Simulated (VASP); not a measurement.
# Al8H in VASP: a series of runs

Al8H is run at these levels: PBE; tasks: single point.

All numbers are computed with VASP 6.6.1; they aren't measurements. Logs are shortened: lines on timing, memory, paths and dates and some standing lists are left out, and cuts for length are marked.

### 1 The cell of the first run

The cell holds a slab with vacuum, 18 atoms: a = 5.714 Å, b = 8.080 Å, c = 22.243 Å, α = 90.00°, β = 90.00°, γ = 90.00°.

### 2 Single point, PBE

The input, INCAR:

```
PREC = Accurate
ENCUT = 520
EDIFF = 1E-7
ISMEAR = 0
SIGMA = 0.1
LREAL = Auto
LASPH = True
NELM = 60
ALGO = Normal
ISIF = 2
LWAVE = False
LCHARG = False
LDIPOL = True
IDIPOL = 3
DIPOL = 0.5 0.5 0.295
GGA = PE
NBANDS = 40
```

The input, KPOINTS:

```
regular mesh
0
Gamma
  5 4 1
```

The input, POSCAR:

```
Al8H
1.0
    5.7135165837      0.0000000000      0.0000000000
    0.0000000000      8.0801326415      0.0000000000
    0.0000000000      0.0000000000     22.2432786975
Al H
16 2
Direct
    0.2500000000      0.2500000000      0.1798296040
    0.2500000000      0.7500000000      0.1798296040
    0.7500000000      0.2500000000      0.1798296040
    0.7500000000      0.7500000000      0.1798296040
    0.0000000000      0.0000000000      0.2440458181
    0.0000000000      0.5000000000      0.2440458181
    0.5000000000      0.0000000000      0.2440458181
    0.5000000000      0.5000000000      0.2440458181
    0.2500000000      0.2500000000      0.3102598702
    0.2500000000      0.7500000000      0.3102598702
    0.7500000000      0.2500000000      0.3102598702
    0.7500000000      0.7500000000      0.3102598702
    0.0000000000      0.0000000000      0.3705963860
    0.0000000000      0.5000000000      0.3705963860
    0.5000000000      0.0000000000      0.3705963860
    0.5000000000      0.5000000000      0.3705963860
    0.7500000000     -0.1383021851      0.4483726897
    0.7500000000      0.1383021851      0.4483726897
```

Potentials or basis: VASP PAW PBE potentials, release 64 (Al, H).

On the command line:

```bash
$ cat potpaw_PBE.64/Al/POTCAR potpaw_PBE.64/H/POTCAR > POTCAR
$ mpirun -np 1 vasp_std > vasp.out
```

OUTCAR:

```text
PREC = Accurate
   ENCUT = 520
   EDIFF = 1E-7
   ISMEAR = 0
   LREAL = Auto
   LASPH = True
   NELM = 60
   ISIF = 2
   GGA = PE

 ion  position               nearest neighbor table
   1  0.250  0.250  0.180-   3 2.86   3 2.86   6 2.86   7 2.86   8 2.86   5 2.86   9 2.90
   2  0.250  0.750  0.180-   4 2.86   4 2.86   6 2.86   7 2.86   8 2.86   5 2.86  10 2.90
   3  0.750  0.250  0.180-   1 2.86   1 2.86   6 2.86   7 2.86   8 2.86   5 2.86  11 2.90
   4  0.750  0.750  0.180-   2 2.86   2 2.86   6 2.86   7 2.86   8 2.86   5 2.86  12 2.90
   5  0.000  0.000  0.244-  13 2.81   7 2.86   7 2.86   4 2.86   1 2.86   2 2.86   3 2.86  11 2.88
                            12 2.88   9 2.88  10 2.88
   6  0.000  0.500  0.244-  14 2.81   8 2.86   8 2.86   4 2.86   1 2.86   2 2.86   3 2.86  11 2.88
                            12 2.88   9 2.88  10 2.88
   7  0.500  0.000  0.244-  15 2.81   5 2.86   5 2.86   4 2.86   1 2.86   2 2.86   3 2.86  11 2.88
                            12 2.88   9 2.88  10 2.88
   8  0.500  0.500  0.244-  16 2.81   6 2.86   6 2.86   4 2.86   1 2.86   2 2.86   3 2.86  11 2.88
                            12 2.88   9 2.88  10 2.88
   9  0.250  0.250  0.310-  13 2.81  14 2.81  15 2.81  16 2.81  11 2.86  11 2.86   7 2.88   8 2.88
                             5 2.88   6 2.88   1 2.90
  10  0.250  0.750  0.310-  13 2.81  14 2.81  15 2.81  16 2.81  12 2.86  12 2.86   7 2.88   8 2.88
                             5 2.88   6 2.88   2 2.90
  11  0.750  0.250  0.310-  13 2.81  14 2.81  15 2.81  16 2.81   9 2.86   9 2.86   7 2.88   8 2.88
                             5 2.88   6 2.88   3 2.90
  12  0.750  0.750  0.310-  13 2.81  14 2.81  15 2.81  16 2.81  10 2.86  10 2.86   7 2.88   8 2.88
                             5 2.88   6 2.88   4 2.90
  13  0.000  0.000  0.371-   9 2.81  10 2.81  11 2.81  12 2.81   5 2.81  15 2.86  15 2.86
  14  0.000  0.500  0.371-   9 2.81  10 2.81  11 2.81  12 2.81   6 2.81  16 2.86  16 2.86
  15  0.500  0.000  0.371-   9 2.81  10 2.81  11 2.81  12 2.81   7 2.81  13 2.86  13 2.86
  16  0.500  0.500  0.371-   9 2.81  10 2.81  11 2.81  12 2.81   8 2.81  14 2.86  14 2.86
  17  0.750  0.862  0.448-
  18  0.750  0.138  0.448-

  LATTYP: Found a simple orthorhombic cell.
 ALAT       =     5.7135165837
 B/A-ratio  =     1.4142135624
 C/A-ratio  =     3.8930977747

  Lattice vectors:

 A1 = (   5.7135165837,   0.0000000000,   0.0000000000)
 A2 = (   0.0000000000,   8.0801326415,   0.0000000000)
 A3 = (   0.0000000000,   0.0000000000,  22.2432786975)

Analysis of symmetry for initial positions (statically):
=====================================================================
 Subroutine PRICEL returns:
 Original cell was already a primitive cell.

 Routine SETGRP: Setting up the symmetry group for a
 simple orthorhombic supercell.

[... 153 lines left out ...]
   IALGO  =     38    algorithm
   IMIX   =      4    mixing-type and parameters
     AMIX     =   0.40;   BMIX     =  1.00
     AMIX_MAG =   1.60;   BMIX_MAG =  1.00
  volume/ion in A,a.u.               =      57.05       384.99
  Fermi-wavevector in a.u.,A,eV,Ry     =   0.597803  1.129683  4.862288  0.357368
  Thomas-Fermi vector in A             =   1.648667
   LORBIT       =      0    0 simple, 1 ext, 2 COOP (PROOUT), +10 PAW based schemes
   GGA     = PE    functional components
   LHFCALC =     F    Hartree Fock is set to
   AEXX    =    0.0000 exact exchange contribution
   IVDW    =     0    specifies the selected vdW correction
   LEPSILON=     F    determine dielectric tensor
   LRPA    =     F    only Hartree local field effects (RPA)
 non-spin polarized calculation
 Gauss-broadening in eV      SIGMA  =   0.10
  energy-cutoff  :      520.00
  volume of cell :     1026.88
 maximum number of plane-waves:     27706
   NGX = 21   NGY = 31   NGZ = 83

 dipolmoment           0.000000      0.000000     -0.200780 electrons x Angstroem

 number of electron      50.0000000 magnetization

 dipolmoment           0.000000      0.000000      0.246100 electrons x Angstroem

 Free energy of the ion-electron system (eV)
  ---------------------------------------------------
  ext. energy  EPLUGINS =         0.00000000
  ---------------------------------------------------
  free energy    TOTEN  =       -58.31161919 eV

  energy without entropy =      -58.24742517  energy(sigma->0) =      -58.27952218

 E-fermi :  -1.2215     XC(G=0):  -3.6650

 val. band max:       -1.2314142325   @ k =   0.4000   0.0000   0.0000
 cond. band min:      -1.2182192058   @ k =   0.2000   0.2500   0.0000
 fundamental gap:      0.0131950267
 Fermi energy:        -1.2215072866

 k-point     1 :       0.0000    0.0000    0.0000
  band No.  band energies     occupation
      1     -11.4470      2.00000
      2      -9.2823      2.00000
      3      -9.1848      2.00000
      4      -9.0281      2.00000
      5      -7.0315      2.00000
      6      -7.0014      2.00000
[... 349 lines left out ...]
     36       1.4822      0.00000
     37       1.8310      0.00000
 [bands above 37 left out]

------------------------ aborting loop because EDIFF is reached ----------------------------------------

 vacuum level on the upper side and lower side of the slab       (xc-potential included)         0.450        -0.491

  FORCE on cell =-STRESS in cart. coord.  units (eV):
  Direction    XX          YY          ZZ          XY          YZ          ZX
  --------------------------------------------------------------------------------------
  -------------------------------------------------------------------------------------
  Total      -14.3307290     -3.5565572     -5.7226187      0.0000000      0.0000000      0.0000000
  in kB      -22.3592937     -5.5490622     -8.9286254      0.0000000      0.0000000      0.0000000
  external PRESSURE =     -12.2789938 kB  Pullay stress =       0.0000000 kB

 VOLUME and BASIS-vectors are now :
 -----------------------------------------------------------------------------
  energy-cutoff  :      520.00
  volume of cell :     1026.88
      direct lattice vectors                 reciprocal lattice vectors
     5.713516584  0.000000000  0.000000000     0.175023558  0.000000000  0.000000000
     0.000000000  8.080132642  0.000000000     0.000000000  0.123760345  0.000000000
     0.000000000  0.000000000 22.243278697     0.000000000  0.000000000  0.044957401

 POSITION                                       TOTAL-FORCE (eV/Angst)
 -----------------------------------------------------------------------------------
      1.42838      2.02003      4.00000         0.000000      0.030835      0.282355
      1.42838      6.06010      4.00000         0.000000     -0.030835      0.282355
      4.28514      2.02003      4.00000         0.000000     -0.040066      0.200516
      4.28514      6.06010      4.00000         0.000000      0.040066      0.200516
      0.00000      0.00000      5.42838         0.246390      0.000000     -0.298338
      0.00000      4.04007      5.42838         0.093336      0.000000     -0.269145
[... 10 lines left out ...]
      4.28514      6.96263      9.97328         0.000000      0.199036     -1.341782
      4.28514      1.11750      9.97328         0.000000     -0.199036     -1.341782
 -----------------------------------------------------------------------------------
    total drift:                               -0.000000     -0.000000     -0.012606

  FREE ENERGIE OF THE ION-ELECTRON SYSTEM (eV)
  ---------------------------------------------------
  free  energy   TOTEN  =       -58.3116191926 eV

  energy  without entropy=      -58.2474251680  energy(sigma->0) =      -58.27952218

 vacuum level on the upper side and lower side of the slab         3.794         2.832
```

OSZICAR:

```text
N       E                     dE             d eps       ncg     rms          rms(c)
DAV:   1     0.184394526347E+03    0.18439E+03   -0.14114E+04   720   0.853E+02
DAV:   2    -0.464671826413E+02   -0.23086E+03   -0.22128E+03  1024   0.148E+02
DAV:   3    -0.605860849465E+02   -0.14119E+02   -0.13568E+02   848   0.361E+01
DAV:   4    -0.612286836160E+02   -0.64260E+00   -0.64073E+00  1144   0.929E+00
[... 20 lines left out ...]
DAV:  25    -0.583116176291E+02   -0.20787E-05   -0.71045E-08   664   0.613E-04    0.199E-04
DAV:  26    -0.583116186612E+02   -0.10320E-05   -0.37266E-08   624   0.455E-04    0.232E-04
DAV:  27    -0.583116189940E+02   -0.33289E-06   -0.75295E-09   616   0.289E-04    0.104E-04
DAV:  28    -0.583116190971E+02   -0.10301E-06   -0.18228E-09   552   0.207E-04    0.527E-05
DAV:  29    -0.583116191926E+02   -0.95526E-07   -0.28558E-09   560   0.183E-04
   1 F= -.58311619E+02 E0= -.58279522E+02  d E =-.641940E-01
```

Run time: 7 min. Hardware: 1 thread of AMD EPYC 9R45 (Zen 5), shared host; peak memory 0.87 GiB.

What came out:

| Quantity | Value |
| --- | --- |
| Free energy | -58.3116 eV |
| Largest force | 1.356 eV/Å |
| Band gap on the k mesh | zero (bands 25 and 26 overlap by 0.41 eV) |

Forces on the atoms (eV/Å):
```
Al   0.000  0.031  0.282
Al   0.000 -0.031  0.282
Al   0.000 -0.040  0.201
Al   0.000  0.040  0.201
Al   0.246  0.000 -0.298
Al   0.093  0.000 -0.269
Al  -0.246  0.000 -0.298
Al  -0.093  0.000 -0.269
Al   0.000 -0.005 -0.037
Al   0.000  0.005 -0.037
Al   0.000  0.036  0.090
Al   0.000 -0.036  0.090
Al  -0.403  0.000  1.283
Al  -0.077  0.000  0.091
Al   0.403  0.000  1.283
Al   0.077  0.000  0.091
H    0.000  0.199 -1.342
H    0.000 -0.199 -1.342
```

Levels at points of the mesh, in eV from the Fermi level:
```csv
k point,band 21,band 22,band 23,band 24,band 25,band 26,band 27,band 28,band 29,band 30
"(0.00, 0.00, 0.00)",-1.55,-0.98,-0.73,-0.65,-0.35,-0.25,-0.08,0.26,0.34,1.39
"(0.00, 0.50, 0.00)",-0.93,-0.93,-0.91,-0.85,-0.33,-0.16,0.27,0.28,0.33,0.65
```

### 3 Single point, PBE

The input, INCAR:

```
  PREC = Accurate
  ENCUT = 520
  EDIFF = 1E-6
  ISMEAR = 0
  SIGMA = 0.1
  LREAL = Auto
  LASPH = True
  NELM = 100
  ALGO = Normal
  ISIF = 2
  LWAVE = False
  LCHARG = False
  LDIPOL = True
  IDIPOL = 3
  DIPOL = 0.5 0.5 0.291
  GGA = PE
  NBANDS = 40
```

The input, KPOINTS:

```
Automatic mesh
0
Gamma
  5 4 1
```

Changes to POSCAR since step 2:

```diff
@@ -24,3 +24,3 @@
     0.5000000000      0.5000000000      0.3705963860
-    0.7500000000     -0.1383021851      0.4483726897
-    0.7500000000      0.1383021851      0.4483726897
+    0.7500000000     -0.0402221120      0.4052135847
+    0.7500000000      0.0402221120      0.4052135847
```

Potentials or basis: VASP PAW PBE potentials, release 64 (Al, H).

On the command line:

```bash
$ cat potpaw_PBE.64/Al/POTCAR potpaw_PBE.64/H/POTCAR > POTCAR
$ mpirun -np 1 vasp_std > vasp.out
```

OUTCAR:

```text
PREC = Accurate
   ENCUT = 520
   EDIFF = 1E-6
   ISMEAR = 0
   LREAL = Auto
   LASPH = True
   NELM = 100
   ISIF = 2
   GGA = PE

 ion  position               nearest neighbor table
   1  0.250  0.250  0.180-   3 2.86   3 2.86   6 2.86   7 2.86   8 2.86   5 2.86   9 2.90
   2  0.250  0.750  0.180-   4 2.86   4 2.86   6 2.86   7 2.86   8 2.86   5 2.86  10 2.90
   3  0.750  0.250  0.180-   1 2.86   1 2.86   6 2.86   7 2.86   8 2.86   5 2.86  11 2.90
   4  0.750  0.750  0.180-   2 2.86   2 2.86   6 2.86   7 2.86   8 2.86   5 2.86  12 2.90
   5  0.000  0.000  0.244-  13 2.81   7 2.86   7 2.86   4 2.86   1 2.86   2 2.86   3 2.86  11 2.88
                            12 2.88   9 2.88  10 2.88
[... 609 lines left out ...]

 VOLUME and BASIS-vectors are now :
 -----------------------------------------------------------------------------
  energy-cutoff  :      520.00
  volume of cell :     1026.88
      direct lattice vectors                 reciprocal lattice vectors
     5.713516584  0.000000000  0.000000000     0.175023558  0.000000000  0.000000000
     0.000000000  8.080132642  0.000000000     0.000000000  0.123760345  0.000000000
     0.000000000  0.000000000 22.243278697     0.000000000  0.000000000  0.044957401

 POSITION                                       TOTAL-FORCE (eV/Angst)
 -----------------------------------------------------------------------------------
      1.42838      2.02003      4.00000        -0.000000      0.008248      0.267098
      1.42838      6.06010      4.00000        -0.000000     -0.008248      0.267098
      4.28514      2.02003      4.00000         0.000000     -0.042591      0.276017
      4.28514      6.06010      4.00000         0.000000      0.042591      0.276017
      0.00000      0.00000      5.42838         0.199310      0.000000     -0.250875
      0.00000      4.04007      5.42838         0.130387      0.000000     -0.225045
[... 10 lines left out ...]
      4.28514      7.75513      9.01328        -0.000000     -8.339030      1.782061
      4.28514      0.32500      9.01328        -0.000000      8.339030      1.782061
 -----------------------------------------------------------------------------------
    total drift:                               -0.000000     -0.000000     -0.012607

  FREE ENERGIE OF THE ION-ELECTRON SYSTEM (eV)
  ---------------------------------------------------
  free  energy   TOTEN  =       -57.8069449303 eV

  energy  without entropy=      -57.7786766241  energy(sigma->0) =      -57.79281078

 vacuum level on the upper side and lower side of the slab         3.055         3.243
```

stdout:

```text
POSCAR found type information on POSCAR AlH
 POSCAR found :  2 types and      18 ions
 scaLAPACK will be used
 LDA part: xc-table for (Slater+PW92), standard interpolation
 POSCAR, INCAR and KPOINTS ok, starting setup
 FFT: planning ... GRIDC
 FFT: planning ... GRID_SOFT
 FFT: planning ... GRID
 WAVECAR not read
 entering main loop
```

Wall time 6.3 min (1 thread of AMD EPYC 9R45 (Zen 5), shared host); peak memory 0.87 GiB.

Results:

```yaml
Free_energy: -57.8069 eV
Largest_force: 8.527 eV/Å
Band_gap_on_the_k_mesh: zero (bands 25 and 26 overlap by 0.59 eV)
```

Forces in eV/Å, atoms in the order of the input:
```
Al   0.000  0.008  0.267
Al   0.000 -0.008  0.267
Al   0.000 -0.043  0.276
Al   0.000  0.043  0.276
Al   0.199  0.000 -0.251
Al   0.130  0.000 -0.225
Al  -0.199  0.000 -0.251
Al  -0.130  0.000 -0.225
Al   0.000  0.090 -0.092
Al   0.000 -0.090 -0.092
Al   0.000 -0.092  0.169
Al   0.000  0.092  0.169
Al   3.544  0.000 -1.938
Al  -0.016  0.000  0.013
Al  -3.544  0.000 -1.938
Al   0.016  0.000  0.013
H    0.000 -8.339  1.782
H    0.000  8.339  1.782
```

Levels at points of the mesh, in eV from the Fermi level:
```csv
k point,band 22,band 23,band 24,band 25,band 26,band 27,band 28,band 29
"(0.00, 0.00, 0.00)",-1.01,-1.00,-0.65,-0.58,-0.38,-0.01,0.29,0.91
"(0.00, 0.50, 0.00)",-0.96,-0.96,-0.88,-0.54,-0.38,0.22,0.25,0.45
```

### 4 Single point, PBE

The input, INCAR:

```
  PREC = Accurate
  ENCUT = 520
  EDIFF = 1E-6
  ISMEAR = 0
  SIGMA = 0.1
  LREAL = Auto
  LASPH = T
  NELM = 80
  ALGO = Normal
  ISIF = 2
  LWAVE = F
  LCHARG = F
  LDIPOL = T
  IDIPOL = 3
  DIPOL = 0.5 0.5 0.294
  GGA = PE
  NBANDS = 40
```

KPOINTS is that of step 3.

Changes to POSCAR since step 3:

```diff
@@ -24,3 +24,3 @@
     0.5000000000      0.5000000000      0.3705963860
-    0.7500000000     -0.0402221120      0.4052135847
-    0.7500000000      0.0402221120      0.4052135847
+    0.7500000000     -0.0402221120      0.4339863214
+    0.7500000000      0.0402221120      0.4339863214
```

On the command line:

```bash
$ cat potpaw_PBE.64/Al/POTCAR potpaw_PBE.64/H/POTCAR > POTCAR
$ mpirun -np 1 vasp_std > vasp.out
```

Wall time 6.6 min (1 thread of AMD EPYC 9R45 (Zen 5), shared host); peak memory 0.86 GiB.

The run converged. Its results:

```
Free energy            : -59.5858 eV
Largest force          : 5.784 eV/Å
Band gap on the k mesh : zero (bands 25 and 26 overlap by 0.72 eV)
```

Forces in eV/Å, atoms in the order of the input:
```
Al   0.000  0.021  0.114
Al   0.000 -0.021  0.114
Al   0.000 -0.037  0.196
Al   0.000  0.037  0.196
Al   0.231  0.000 -0.284
Al   0.097  0.000 -0.181
Al  -0.231  0.000 -0.284
Al  -0.097  0.000 -0.181
Al   0.000 -0.030 -0.157
Al   0.000  0.030 -0.157
Al   0.000 -0.210  0.174
Al   0.000  0.210  0.174
Al   1.231  0.000 -1.008
Al   0.025  0.000  0.024
Al  -1.231  0.000 -1.008
Al  -0.025  0.000  0.024
H    0.000 -5.674  1.122
H    0.000  5.674  1.122
```

Levels at points of the mesh, in eV from the Fermi level:
| k point | band 21 | band 22 | band 23 | band 24 | band 25 | band 26 | band 27 | band 28 | band 29 | band 30 |
| --- | --- | --- | --- | --- | --- | --- | --- | --- | --- | --- |
| (0.00, 0.00, 0.00) | -1.59 | -0.92 | -0.86 | -0.85 | -0.52 | -0.31 | 0.00 | 0.16 | 1.00 | 1.29 |
| (0.00, 0.50, 0.00) | -0.93 | -0.91 | -0.86 | -0.85 | -0.53 | -0.17 | 0.25 | 0.26 | 0.53 | 0.82 |

### 5 Single point, PBE

Changes to INCAR since step 4:

```diff
@@ -7,3 +7,3 @@
   LASPH = T
-  NELM = 80
+  NELM = 60
   ALGO = Normal
@@ -14,3 +14,3 @@
   IDIPOL = 3
-  DIPOL = 0.5 0.5 0.294
+  DIPOL = 0.5 0.5 0.297
   GGA = PE
```

The input, KPOINTS:

```
regular mesh
0
Gamma
  5 4 1
```

Changes to POSCAR since step 4:

```diff
@@ -24,3 +24,3 @@
     0.5000000000      0.5000000000      0.3705963860
-    0.7500000000     -0.0402221120      0.4339863214
-    0.7500000000      0.0402221120      0.4339863214
+    0.7500000000     -0.0402221120      0.4627590580
+    0.7500000000      0.0402221120      0.4627590580
```

On the command line:

```bash
$ cat potpaw_PBE.64/Al/POTCAR potpaw_PBE.64/H/POTCAR > POTCAR
$ mpirun -np 1 vasp_std > vasp.out
```

It took 7.1 min on 1 thread of AMD EPYC 9R45 (Zen 5), shared host; peak memory 0.86 GiB.

It converged, with:

- Free energy: -60.6651 eV
- Largest force: 4.972 eV/Å
- Band gap on the k mesh: zero (bands 25 and 26 overlap by 0.53 eV)

Forces in eV/Å, atoms in the order of the input:
```
Al   0.000  0.033  0.146
Al   0.000 -0.033  0.146
Al   0.000 -0.011  0.209
Al   0.000  0.011  0.209
Al   0.072  0.000 -0.231
Al   0.045  0.000 -0.200
Al  -0.072  0.000 -0.231
Al  -0.045  0.000 -0.200
Al   0.000 -0.018 -0.090
Al   0.000  0.018 -0.090
Al   0.000 -0.092  0.080
Al   0.000  0.092  0.080
Al   0.367  0.000 -0.496
Al   0.015  0.000  0.010
Al  -0.367  0.000 -0.496
Al  -0.015  0.000  0.010
H    0.000 -4.939  0.572
H    0.000  4.939  0.572
```

Levels at points of the mesh, in eV from the Fermi level:
```
           k point  band 22  band 23  band 24  band 25  band 26  band 27  band 28  band 29
(0.00, 0.00, 0.00)    -1.25    -0.82    -0.78    -0.53    -0.21    -0.11     0.21     1.12
(0.00, 0.50, 0.00)    -0.93    -0.86    -0.86    -0.85     0.09     0.24     0.25     0.29
```

### 6 Overview

| cell | gap on the mesh (eV) | largest force (eV/Å) |
| --- | --- | --- |
| as given, atomic positions A | none | 1.36 |
| as given, atomic positions B | none | 8.53 |
| as given, atomic positions C | none | 5.78 |
| as given, atomic positions D | none | 4.97 |

Alike in all rows: task single point; level PBE; potentials or basis VASP PAW PBE potentials, release 64 (Al, H); no spin polarisation; k mesh 5 × 4 × 1; cutoff (eV) 520; smearing gaussian 0.1 eV.

Absolute energies hang on the potentials; compare differences alone.
